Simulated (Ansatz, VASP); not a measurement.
# Re in VASP and in Ansatz

INCAR

```
SYSTEM = Re
  ALGO = Fast
  EDIFF = 1E-7
  ENCUT = 520
  GGA = RE
  ISIF = 2
  ISMEAR = -1
  LASPH = .TRUE.
  LCHARG = .TRUE.
  LELF = .TRUE.
  LREAL = .FALSE.
  LVHAR = .TRUE.
  LWAVE = .FALSE.
  NBANDS = 14
  NELM = 100
  PREC = Accurate
  SIGMA = 0.05
```

The input KPOINTS:

```
k-points
0
G
  6 6 4
  0 0 0
```

POSCAR

```
Re
1.0
    2.7608000000      0.0000000000      0.0000000000
   -1.3804000000      2.3909229348      0.0000000000
    0.0000000000      0.0000000000      4.4582000000
Re
2
Direct
    0.6666666667      0.3333333333      0.7500000000
    0.3333333333      0.6666666667      0.2500000000
```

Contents of input.yaml:

```yaml
crystal:
  lattice:
    - [2.7608, 0.0, 0.0]
    - [-1.3804, 2.3909229348, 0.0]
    - [0.0, 0.0, 4.4582]
  atoms:
    - { symbol: Re, position: [0.6666666667, 0.3333333333, 0.75] }
    - { symbol: Re, position: [0.3333333333, 0.6666666667, 0.25] }
hamiltonian:
  xc: revpbe
  pseudopotentials: { kind: paw }
kpoints:
  mp_grid: { grid: [6, 6, 4] }
  band_path:
    path:
      - [[0.0, 0.0, 0.0], [0.5, 0.0, 0.0], [0.3333333333, 0.3333333333, 0.0], [0.0, 0.0, 0.0], [0.0, 0.0, 0.5], [0.5, 0.0, 0.5], [0.3333333333, 0.3333333333, 0.5], [0.0, 0.0, 0.5]]
      - [[0.5, 0.0, 0.5], [0.5, 0.0, 0.0]]
      - [[0.3333333333, 0.3333333333, 0.0], [0.3333333333, 0.3333333333, 0.5]]
    npoints: 14
scf:
  occupations: { method: fermi_dirac, width: 0.05 }
  n_extra_bands: 6
output:
  forces: true
  stress: true
  eigenvalues: true
  fatbands: true
```

Alike in both runs: functional revPBE; k mesh 6 × 6 × 4; occupations fermi-dirac, width 0.05 eV; no spin polarisation.

|  | VASP | Ansatz |
| --- | --- | --- |
| version | VASP 6.6.1 | Ansatz 0.2.0 |
| potentials or method | VASP PAW PBE potentials, release 64 (Re) | Ansatz PAW |
| plane-wave cutoff (eV) | 520 | 420 |
| valence electrons in the cell | 14 | 30 |
| task | single point | band structure |

|  | VASP | Ansatz | Ansatz less VASP |
| --- | --- | --- | --- |
| gap on the k mesh at the Fermi level (eV) | none | none | - |
| pressure (GPa) | 8.7 | 9.3 | +0.59 |
| traceless stress, the component that is largest in VASP (GPa) | 1.08 | 1.20 | +0.118 |

VASP's potentials were made for PBE, not for revPBE. A gap of «none» marks a metal or a gap that the smearing closes. VASP's potentials hold 14 valence electrons a cell and Ansatz's 30, so a difference there can come from the potentials and not from the codes.

The k mesh is coarse, so the values compare programs but aren't converged. Neither program's run includes spin-orbit coupling.
